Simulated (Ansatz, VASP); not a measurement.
## TaN: VASP beside Ansatz

File INCAR:

```
SYSTEM = TaN
PREC = Accurate
ENCUT = 520
EDIFF = 1E-7
ISMEAR = 0
SIGMA = 0.15
LREAL = .False.
LASPH = .True.
NELM = 60
ALGO = Normal
ISIF = 2
LWAVE = .False.
LCHARG = .False.
NBANDS = 15
```

File KPOINTS:

```
Automatic mesh
0
Gamma
  18 18 18
  0 0 0
```

POSCAR

```
TaN
1.0
    0.0000000000      2.1453515913      2.1742693740
    2.1453515913      0.0000000000      2.1742693740
    2.1453515913      2.1453515913      0.0000000000
Ta N
1 1
Direct
    0.4956387160      0.5043612840      0.5043612840
    0.0563407651     -0.0563407651     -0.0563407651
```

Input for Ansatz:

```yaml
crystal:
  lattice:
    - [0.0, 2.1453515913, 2.174269374]
    - [2.1453515913, 0.0, 2.174269374]
    - [2.1453515913, 2.1453515913, 0.0]
  atoms:
    - { symbol: Ta, position: [0.495638716, 0.504361284, 0.504361284] }
    - { symbol: "N", position: [0.0563407651, -0.0563407651, -0.0563407651] }
basis:
  ecutwfc: 520.0
kpoints:
  mp_grid: { grid: [18, 18, 18] }
hamiltonian:
  xc: lda
scf:
  occupations: { method: gaussian, width: 0.15 }
output:
  forces: true
  stress: true
  eigenvalues: true
```

Change from the starting cell: mode 4 frozen in at -0.245 Å, equal normal strain along x and y -0.0133.

Alike in both runs: task single point; functional LDA; k mesh 18 × 18 × 18; occupations gaussian, width 0.15 eV; no spin polarisation.

```csv
,VASP,Ansatz
version,VASP 6.6.1,Ansatz 0.2.0
potentials or method,"VASP PAW LDA potentials, release 64 (Ta_pv, N), cutoff 520 eV","scalar-relativistic, plane waves, PAW"
valence electrons in the cell,16,18
```

Ansatz gave:

| Property | Result |
| --- | --- |
| gap on the k mesh at the Fermi level (eV) | none |
| pressure (GPa) | 25.6 |
| traceless stress, the component that is largest in VASP (GPa) | 31.80 |
| rms of the force components (eV/Å) | 2.317 |

**Question.** What did VASP give for the same quantities?

**Answer.** gap on the k mesh at the Fermi level (eV): none; pressure (GPa): 28.2; traceless stress, the component that is largest in VASP (GPa): 32.54; rms of the force components (eV/Å): 2.376.

LDA's correlation is that of Perdew and Zunger in VASP and of Perdew and Wang (1992) in Ansatz. Atom by atom the forces differ by 0.059 eV/Å (rms over components). A gap of «none» marks a metal or a gap that the smearing closes. VASP's potentials hold 16 valence electrons a cell and Ansatz's 18, so a difference there can come from the potentials and not from the codes.

Spin-orbit coupling is off throughout.
